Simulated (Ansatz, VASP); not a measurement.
# Al in VASP and in Ansatz

File INCAR:

```
SYSTEM = Al
PREC = Accurate
ENCUT = 500
EDIFF = 1E-7
ISMEAR = 0
SIGMA = 0.1
LREAL = .False.
LASPH = .True.
NELM = 120
ALGO = Normal
ISIF = 3
LWAVE = .False.
LCHARG = .False.
GGA = PE
IBRION = 2
NSW = 100
EDIFFG = -0.002
GGA_COMPAT = .False.
NELMIN = 4
```

The input KPOINTS:

```
Automatic mesh
0
Gamma
  18 18 18
  0 0 0
```

The input POSCAR:

```
Al
1.0
   -1.6070005753      1.6070005753      1.6070005753
    1.6070005753     -1.6070005753      1.6070005753
    1.6070005753      1.6070005753     -1.6070005753
Al
1
Direct
    0.0000000000      0.0000000000      0.0000000000
```

Input for Ansatz:

```yaml
crystal:
  lattice:
    - [-1.6070005753, 1.6070005753, 1.6070005753]
    - [1.6070005753, -1.6070005753, 1.6070005753]
    - [1.6070005753, 1.6070005753, -1.6070005753]
  atoms:
    - { symbol: Al, position: [0.0, 0.0, 0.0] }
basis:
  ecutwfc: 420
kpoints:
  mp_grid: { grid: [18, 18, 18] }
hamiltonian:
  xc: pbe
scf:
  occupations: { method: gaussian, width: 0.1 }
output:
  forces: true
  stress: true
  eigenvalues: true
  write_density: true
  write_potential: true
  elf: true
  volumetric_format: npy
relax:
  adjacent_minimum: "off"
  f_tol: 0.002
  max_steps: 80
  cell: { stress_tol: 0.02 }
```

Alike in both runs: task relaxation of cell and atoms; functional PBE; k mesh 18 × 18 × 18; occupations gaussian, width 0.1 eV; no spin polarisation.

|  | VASP | Ansatz |
| --- | --- | --- |
| version | VASP 6.6.1 | Ansatz 0.2.0 |
| potentials or method | VASP PAW PBE potentials, release 64 (Al), cutoff 500 eV | scalar-relativistic, plane waves, PAW |
| valence electrons in the cell | 3 | 3 |

|  | VASP | Ansatz | Ansatz less VASP |
| --- | --- | --- | --- |
| gap on the k mesh at the Fermi level, each at its own relaxed structure (eV) | none | none | - |
| relaxed volume (Å³/atom) | 16.93 | 16.94 | +0.003 |
| relaxed cell length with the largest relative difference (Å) | 2.802 | 2.802 | +0.0001 |

A gap of «none» marks a metal or a gap that the smearing closes.
